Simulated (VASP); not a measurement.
# BaZrO3 (Pm-3m) in VASP: notebook

BaZrO3 is run at these levels: r2SCAN; tasks: relaxation of cell and atoms.

Everything below comes from runs of VASP 6.6.1. Logs are shortened: lines on timing, memory, paths and dates and some standing lists are left out, and cuts for length are marked.

### 1 The cell of the first run

Symmetry: Pm-3m, No. 221, cubic system. Conventional cell: a = 4.205 Å, b = 4.205 Å, c = 4.205 Å, α = 90.00°, β = 90.00°, γ = 90.00°. Within 3.9 Å of Ba (site symmetry m-3m) lie 12 O at 2.97 Å and 8 Zr at 3.64 Å. Within 2.8 Å of Zr (site symmetry m-3m) lie 6 O at 2.10 Å. Within 2.8 Å of O (site symmetry 4/mmm) lie 2 Zr at 2.10 Å.

### 2 Relaxation of cell and atoms, r2SCAN, target pressure 2 GPa, at which the enthalpy is minimised

POSCAR

```
BaZrO3
1.0
    4.2051719888      0.0000000000      0.0000000000
    0.0000000000      4.2051719888      0.0000000000
    0.0000000000      0.0000000000      4.2051719888
Ba Zr O
1 1 3
Direct
    0.0000000000      0.0000000000      0.0000000000
    0.5000000000      0.5000000000      0.5000000000
    0.0000000000      0.5000000000      0.5000000000
    0.5000000000      0.0000000000      0.5000000000
    0.5000000000      0.5000000000      0.0000000000
```

INCAR.step1

```
ALGO = Normal
EDIFF = 1E-4
ENCUT = 600
GGA = PE
ISMEAR = 0
LASPH = T
LCHARG = F
LREAL = F
LWAVE = T
NELM = 60
PREC = Accurate
SIGMA = 0.01
```

INCAR.step2

```
ALGO = Normal
EDIFF = 1E-6
EDIFFG = -0.002
ENCUT = 600
IBRION = 2
ISIF = 3
ISMEAR = 0
ISTART = 1
LASPH = T
LCHARG = F
LMIXTAU = T
LREAL = F
LWAVE = F
METAGGA = R2SCAN
NELM = 60
NSW = 100
PREC = Accurate
PSTRESS = 20.0
SIGMA = 0.01
```

KPOINTS

```
k-points
0
Gamma
  6 6 6
```

Potentials or basis: VASP PAW PBE potentials, release 64 (Ba_sv, Zr_sv, O).

The run is started by

```sh
cat potpaw_PBE.64/Ba_sv/POTCAR potpaw_PBE.64/Zr_sv/POTCAR potpaw_PBE.64/O/POTCAR > POTCAR
cp INCAR.step1 INCAR
mpirun -np 1 vasp_std > vasp.out
cp INCAR.step2 INCAR
mpirun -np 1 vasp_std > vasp.out
```

OUTCAR:

```text
EDIFF = 1E-6
   EDIFFG = -0.002
   ENCUT = 600
   IBRION = 2
   ISIF = 3
   ISMEAR = 0
   ISTART = 1
   LASPH = T
   LREAL = F
   METAGGA = R2SCAN
   NELM = 60
   NSW = 100
   PREC = Accurate
   PSTRESS = 20.0

 ion  position               nearest neighbor table
   1  0.000  0.000  0.000-   3 2.97   4 2.97   5 2.97   3 2.97   4 2.97   3 2.97   5 2.97   3 2.97
                             4 2.97   5 2.97   4 2.97   5 2.97   2 3.64   2 3.64   2 3.64   2 3.64
   2  0.500  0.500  0.500-   3 2.10   4 2.10   5 2.10   5 2.10   4 2.10   3 2.10   1 3.64   1 3.64
                             1 3.64   1 3.64   1 3.64   1 3.64   1 3.64   1 3.64
   3  0.000  0.500  0.500-   2 2.10   2 2.10   1 2.97   1 2.97   1 2.97   1 2.97
   4  0.500  0.000  0.500-   2 2.10   2 2.10   1 2.97   1 2.97   1 2.97   1 2.97
   5  0.500  0.500  0.000-   2 2.10   2 2.10   1 2.97   1 2.97   1 2.97   1 2.97

  LATTYP: Found a simple cubic cell.
 ALAT       =     4.2051719888

  Lattice vectors:

 A1 = (   4.2051719888,   0.0000000000,   0.0000000000)
 A2 = (   0.0000000000,   4.2051719888,   0.0000000000)
 A3 = (   0.0000000000,   0.0000000000,   4.2051719888)

Analysis of symmetry for initial positions (statically):
=====================================================================
 Subroutine PRICEL returns:
 Original cell was already a primitive cell.

 Routine SETGRP: Setting up the symmetry group for a
 simple cubic supercell.

 Subroutine GETGRP returns: Found 48 space group operations
 (whereof 48 operations were pure point group operations)
 out of a pool of 48 trial point group operations.

The static configuration has the point symmetry O_h .

Analysis of symmetry for dynamics (positions and initial velocities):
=====================================================================
 Subroutine PRICEL returns:
 Original cell was already a primitive cell.

 Routine SETGRP: Setting up the symmetry group for a
 simple cubic supercell.

 Subroutine GETGRP returns: Found 48 space group operations
 (whereof 48 operations were pure point group operations)
 out of a pool of 48 trial point group operations.

The dynamic configuration has the point symmetry O_h .

 Subroutine INISYM returns: Found 48 space group operations
 (whereof 48 operations are pure point group operations),
 and found     1 'primitive' translations

----------------------------------------------------------------------------------------

                                     Primitive cell

  volume of cell :      74.3620

  direct lattice vectors                    reciprocal lattice vectors
     4.205171989  0.000000000  0.000000000     0.237802402  0.000000000  0.000000000
     0.000000000  4.205171989  0.000000000     0.000000000  0.237802402  0.000000000
     0.000000000  0.000000000  4.205171989     0.000000000  0.000000000  0.237802402

  length of vectors
     4.205171989  4.205171989  4.205171989     0.237802402  0.237802402  0.237802402

  position of ions in fractional coordinates (direct lattice)
     0.000000000  0.000000000  0.000000000
     0.500000000  0.500000000  0.500000000
     0.000000000  0.500000000  0.500000000
     0.500000000  0.000000000  0.500000000
     0.500000000  0.500000000  0.000000000

  ion indices of the primitive-cell ions
   primitive index   ion index
                 1           1
                 2           2
                 3           3
                 4           4
                 5           5

----------------------------------------------------------------------------------------

 KPOINTS: k-points

Automatic generation of k-mesh.
 Grid dimensions read from file:
 generate k-points for:    6    6    6

 Generating k-lattice:

  Cartesian coordinates                     Fractional coordinates (reciprocal lattice)
     0.039633734  0.000000000  0.000000000     0.166666667  0.000000000  0.000000000
     0.000000000  0.039633734  0.000000000     0.000000000  0.166666667  0.000000000
     0.000000000  0.000000000  0.039633734     0.000000000  0.000000000  0.166666667

  Length of vectors
     0.039633734  0.039633734  0.039633734

  Shift w.r.t. Gamma in fractional coordinates (k-lattice)
     0.000000000  0.000000000  0.000000000

 Subroutine IBZKPT returns following result:
 ===========================================

 Found     20 irreducible k-points:

 Following reciprocal coordinates:
            Coordinates               Weight
  0.000000  0.000000  0.000000      1.000000
  0.166667  0.000000  0.000000      6.000000
  0.333333  0.000000  0.000000      6.000000
  0.500000  0.000000  0.000000      3.000000
  0.166667  0.166667  0.000000     12.000000
  0.333333  0.166667  0.000000     24.000000
[... 12 lines left out ...]
  0.500000  0.500000  0.333333      6.000000
  0.500000  0.500000  0.500000      1.000000
   k-points           NKPTS =     20   k-points in BZ     NKDIM =     20   number of bands    NBANDS=     24
   number of dos      NEDOS =    301   number of ions     NIONS =      5
   total plane-waves  NPLWV =  46656
   dimension x,y,z NGX =    36 NGY =   36 NGZ =   36
   dimension x,y,z NGXF=    72 NGYF=   72 NGZF=   72
   ions per type =               1   1   3
   NGX,Y,Z   is equivalent  to a cutoff of  14.23, 14.23, 14.23 a.u.
   NGXF,Y,Z  is equivalent  to a cutoff of  28.46, 28.46, 28.46 a.u.
 SYSTEM =  unknown system
   PREC   = accura    normal or accurate (medium, high low for compatibility)
   ISTART =      1    job   : 0-new  1-cont  2-samecut
   ICHARG =      0    charge: 1-file 2-atom 10-const
   ISPIN  =      1    spin polarized calculation?
   LNONCOLLINEAR =      F non collinear calculations
   LSORBIT =      F    spin-orbit coupling
   LASPH  =      T    aspherical Exc in radial PAW
   ENCUT  =  600.0 eV  44.10 Ry    6.64 a.u.   8.40  8.40  8.40*2*pi/ulx,y,z
   NELM   =     60;   NELMIN=  2; NELMDL=  0     # of ELM steps
   EDIFF  = 0.1E-05   stopping-criterion for ELM
   LREAL  =      F    real-space projection
   EDIFFG = -.2E-02   stopping-criterion for IOM
   NSW    =    100    number of steps for IOM
   IBRION =      2    ionic relax: 0-MD 1-quasi-New 2-CG
   NFREE  =      1    steps in history (QN), initial steepest desc. (CG)
   ISIF   =      3    stress and relaxation
   ISYM   =      2    0-nonsym 1-usesym 2-fastsym
   POTIM  = 0.5000    time-step for ionic-motion
   TEBEG  =    0.0;   TEEND  =   0.0 temperature during run
   PSTRESS=   20.0 pullay stress
   NELECT =      40.0000    total number of electrons
   NUPDOWN=      -1.0000    fix difference up-down
   EMIN   =  10.00;   EMAX   =-10.00  energy-range for DOS
   EFERMI =   0.00;   METHOD = LEGACY
   ISMEAR =     0;   SIGMA  =   0.01  broadening in eV -4-tet -1-fermi 0-gaus
   EFERMI_NEDOS =   21; number of points for ismear=-14 and -15
   IALGO  =     38    algorithm
   IMIX   =      4    mixing-type and parameters
     AMIX     =   0.40;   BMIX     =  1.00
     AMIX_MAG =   1.60;   BMIX_MAG =  1.00
  volume/ion in A,a.u.               =      14.87       100.36
  Fermi-wavevector in a.u.,A,eV,Ry     =   1.331408  2.515996 24.118319  1.772646
  Thomas-Fermi vector in A             =   2.460421
   LORBIT       =      0    0 simple, 1 ext, 2 COOP (PROOUT), +10 PAW based schemes
   METAGGA = R2SCAN    functional components
   LHFCALC =     F    Hartree Fock is set to
   AEXX    =    0.0000 exact exchange contribution
   IVDW    =     0    specifies the selected vdW correction
   LEPSILON=     F    determine dielectric tensor
   LRPA    =     F    only Hartree local field effects (RPA)
 conjugate gradient relaxation of ions
 non-spin polarized calculation
 Gauss-broadening in eV      SIGMA  =   0.01
  energy-cutoff  :      600.00
  volume of cell :       74.36
 maximum number of plane-waves:      2517
 NGX is ok and might be reduce to    36
   NGX = 17   NGY = 17   NGZ = 17

--------------------------------------- Ionic step        1  -------------------------------------------

 number of electron      40.0000015 magnetization

 Free energy of the ion-electron system (eV)
  ---------------------------------------------------
  ext. energy  EPLUGINS =         0.00000000
  ---------------------------------------------------
  free energy    TOTEN  =       -85.11341598 eV

  energy without entropy =      -85.11341598  energy(sigma->0) =      -85.11341598

------------------------ aborting loop because EDIFF is reached ----------------------------------------

  FORCE on cell =-STRESS in cart. coord.  units (eV):
  Direction    XX          YY          ZZ          XY          YZ          ZX
  --------------------------------------------------------------------------------------
  -------------------------------------------------------------------------------------
  Total        0.4056396      0.4056396      0.4056396     -0.0000000     -0.0000000      0.0000000
  in kB        8.7397620      8.7397620      8.7397620     -0.0000000     -0.0000000      0.0000000
  external PRESSURE =     -11.2602380 kB  Pullay stress =      20.0000000 kB

 VOLUME and BASIS-vectors are now :
 -----------------------------------------------------------------------------
  energy-cutoff  :      600.00
  volume of cell :       74.36
      direct lattice vectors                 reciprocal lattice vectors
     4.205171989  0.000000000  0.000000000     0.237802402  0.000000000  0.000000000
     0.000000000  4.205171989  0.000000000     0.000000000  0.237802402  0.000000000
     0.000000000  0.000000000  4.205171989     0.000000000  0.000000000  0.237802402
[... 52 lines left out ...]
  FREE ENERGIE OF THE ION-ELECTRON SYSTEM (eV)
  ---------------------------------------------------
  free  energy   TOTEN  =       -85.0983854263 eV

  energy  without entropy=      -85.0983854263  energy(sigma->0) =      -85.09838543

  enthalpy is  TOTEN    =       -84.1840948615 eV   P V=        0.9142905648

--------------------------------------- Ionic step        3  -------------------------------------------

 number of electron      40.0000012 magnetization

 Free energy of the ion-electron system (eV)
  ---------------------------------------------------
  ext. energy  EPLUGINS =         0.00000000
  ---------------------------------------------------
  free energy    TOTEN  =       -85.10904647 eV

  energy without entropy =      -85.10904647  energy(sigma->0) =      -85.10904647

 E-fermi :   3.6550     XC(G=0): -11.3720

 val. band max:        3.4602796390   @ k =   0.5000   0.5000   0.5000
 cond. band min:       7.1569973694   @ k =   0.0000   0.0000   0.0000
 fundamental gap:      3.6967177304
 Fermi energy:         3.6549756666

 k-point     1 :       0.0000    0.0000    0.0000
  band No.  band energies     occupation
      1     -45.0702      2.00000
      2     -22.5464      2.00000
      3     -22.5090      2.00000
      4     -22.5090      2.00000
      5     -22.5090      2.00000
      6     -13.8765      2.00000
[... 16 lines left out ...]
     23       7.1570      0.00000
     24       8.6263      0.00000
[... 533 lines left out ...]
 POSITION                                       TOTAL-FORCE (eV/Angst)
 -----------------------------------------------------------------------------------
      0.00000      0.00000      0.00000         0.000000      0.000000      0.000000
      2.09793      2.09793      2.09793        -0.000000     -0.000000      0.000000
      0.00000      2.09793      2.09793        -0.000000     -0.000000      0.000000
      2.09793     -0.00000      2.09793         0.000000     -0.000000      0.000000
      2.09793      2.09793     -0.00000         0.000000      0.000000      0.000000
 -----------------------------------------------------------------------------------
    total drift:                                0.000000      0.000000      0.000000

  FREE ENERGIE OF THE ION-ELECTRON SYSTEM (eV)
  ---------------------------------------------------
  free  energy   TOTEN  =       -85.1090464714 eV

  energy  without entropy=      -85.1090464714  energy(sigma->0) =      -85.10904647

  enthalpy is  TOTEN    =       -84.1869345094 eV   P V=        0.9221119621

 reached required accuracy - stopping structural energy minimisation
```

It took 11 min on 1 thread of Intel Xeon 8259CL, shared host; peak memory 0.27 GiB.

Results:

| Quantity | Value |
| --- | --- |
| Free energy | -85.1090 eV |
| Relaxed volume | 14.77 Å³/atom |
| Relaxed cell | a = 4.196 Å, b = 4.196 Å, c = 4.196 Å, α = 90.00°, β = 90.00°, γ = 90.00° |
| Space group after relaxing (to 0.1 Å) | Pm-3m (No. 221) |
| Energy change on relaxing (the run minimises the enthalpy) | +0.9 meV/atom |
| Ionic steps | 3 |
| Pressure after relaxing | 2.0 GPa |
| Band gap on the k mesh | 3.70 eV (least direct gap 3.94 eV) |

Step by step:
```
step  energy change (eV)  largest force (eV/Å)  pressure (GPa)  volume (Å³)
   1              0.0000                0.0000            0.87        74.36
   2              0.0150                0.0000            3.43        73.24
   3              0.0044                0.0000            1.98        73.87
```

Final structure:
```
Ba Zr O
1.0
     4.19586    0.00000    0.00000
     0.00000    4.19586    0.00000
     0.00000    0.00000    4.19586
Ba Zr O
1 1 3
Direct
  0.00000 0.00000 0.00000
  0.50000 0.50000 0.50000
  0.00000 0.50000 0.50000
  0.50000 0.00000 0.50000
  0.50000 0.50000 0.00000
```

Caveat: the cell is relaxed towards a set pressure, so the run minimises the enthalpy, not the energy; the PAW data sets were made with another functional, which shifts forces and pressure a little; spin-orbit coupling is left out, which moves the levels of the heavy elements. A k mesh can miss the band edges.

### 3 Relaxation of cell and atoms, r2SCAN, target pressure 4 GPa, at which the enthalpy is minimised

POSCAR is that of step 2.

INCAR.step1 is that of step 2.

Changes to INCAR.step2 since step 2:

```diff
@@ -1,3 +1,3 @@
 ALGO = Normal
-EDIFF = 1E-6
+EDIFF = 1E-7
 EDIFFG = -0.002
@@ -17,3 +17,3 @@
 PREC = Accurate
-PSTRESS = 20.0
+PSTRESS = 40.0
 SIGMA = 0.01
```

KPOINTS is that of step 2.

Potentials or basis: VASP PAW PBE potentials, release 64 (Ba_sv, Zr_sv, O).

The run is started by

```sh
cat potpaw_PBE.64/Ba_sv/POTCAR potpaw_PBE.64/Zr_sv/POTCAR potpaw_PBE.64/O/POTCAR > POTCAR
cp INCAR.step1 INCAR
mpirun -np 1 vasp_std > vasp.out
cp INCAR.step2 INCAR
mpirun -np 1 vasp_std > vasp.out
```

It took 23 min on 1 thread of Intel Xeon 8259CL, shared host; peak memory 0.27 GiB.

It converged, with:

| Quantity | Value |
| --- | --- |
| Free energy | -85.0934 eV |
| Relaxed volume | 14.61 Å³/atom |
| Relaxed cell | a = 4.180 Å, b = 4.180 Å, c = 4.180 Å, α = 90.00°, β = 90.00°, γ = 90.00° |
| Space group after relaxing (to 0.1 Å) | Pm-3m (No. 221) |
| Energy change on relaxing (the run minimises the enthalpy) | +4.0 meV/atom |
| Ionic steps | 6 |
| Pressure after relaxing | 4.0 GPa |
| Band gap on the k mesh | 3.73 eV (least direct gap 3.96 eV) |

The path:
```csv
step,energy change (eV),largest force (eV/Å),pressure (GPa),volume (Å³)
1,0.0000,0.0000,0.86,74.36
2,0.0887,0.0000,8.62,71.27
3,0.0198,0.0000,3.97,73.04
4,0.0205,0.0000,4.04,73.01
5,0.0195,0.0000,3.95,73.05
6,0.0200,0.0000,4.00,73.03
```

Final structure:
```
Ba Zr O
1.0
     4.17988    0.00000    0.00000
     0.00000    4.17988    0.00000
     0.00000    0.00000    4.17988
Ba Zr O
1 1 3
Direct
  0.00000 0.00000 0.00000
  0.50000 0.50000 0.50000
  0.00000 0.50000 0.50000
  0.50000 0.00000 0.50000
  0.50000 0.50000 0.00000
```

Levels at points of the mesh, in eV from the valence-band top:
```tsv
k point	band 16	band 17	band 18	band 19	band 20	band 21	band 22	band 23	band 24
(0.00, 0.00, 0.00)	-1.03	-1.03	-0.24	-0.24	-0.24	3.73	3.73	3.73	5.18
(0.50, 0.00, 0.00)	-1.74	-1.74	-1.71	-0.47	-0.47	4.17	6.29	6.29	7.00
(0.50, 0.50, 0.00)	-2.41	-0.94	-0.94	-0.80	-0.08	6.25	6.25	7.04	7.20
(0.50, 0.50, 0.50)	-2.56	-2.56	0.00	0.00	0.00	6.66	6.66	6.66	7.62
```

Caveat: the cell is relaxed towards a set pressure, so the run minimises the enthalpy, not the energy; the PAW data sets were made with another functional, which shifts forces and pressure a little; spin-orbit coupling is left out, which moves the levels of the heavy elements.

(Part 1 of 2 ends here.)
